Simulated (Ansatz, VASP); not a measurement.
## CuAu in VASP and in Ansatz

```
Cu Au
1.0
     2.84636    0.00000    0.00000
     0.00000    2.84636    0.00000
     0.00000    0.00000    3.70211
Cu Au
1 1
Direct
  0.50000 0.50000 0.50000
  0.00000 0.00000 0.00000
```

Alike in both runs: functional PBE; k mesh 11 × 11 × 9; occupations fermi-dirac, width 0.1 eV; no spin polarisation.

Ansatz relaxed the structure, and its values are those at the end. VASP's run is a single point on that final structure, the one shown.

|  | VASP | Ansatz |
| --- | --- | --- |
| version | VASP 6.6.1 | Ansatz 0.2.0 |
| potentials or method | VASP PAW PBE potentials, release 64 (Cu, Au), cutoff 520 eV | PAW plane waves |
| valence electrons in the cell | 22 | 38 |

|  | VASP | Ansatz | Ansatz less VASP |
| --- | --- | --- | --- |
| gap on the k mesh at the Fermi level (eV) | none | none | - |
| pressure (GPa) | 0.0 | 0.0 | -0.01 |

A gap of «none» marks a metal or a gap that the smearing closes. The functional is the same, so the differences come from potentials, cutoffs and numerics. VASP's potentials hold 22 valence electrons a cell and Ansatz's 38, so a difference there can come from the potentials and not from the codes.

Spin-orbit coupling is off throughout.
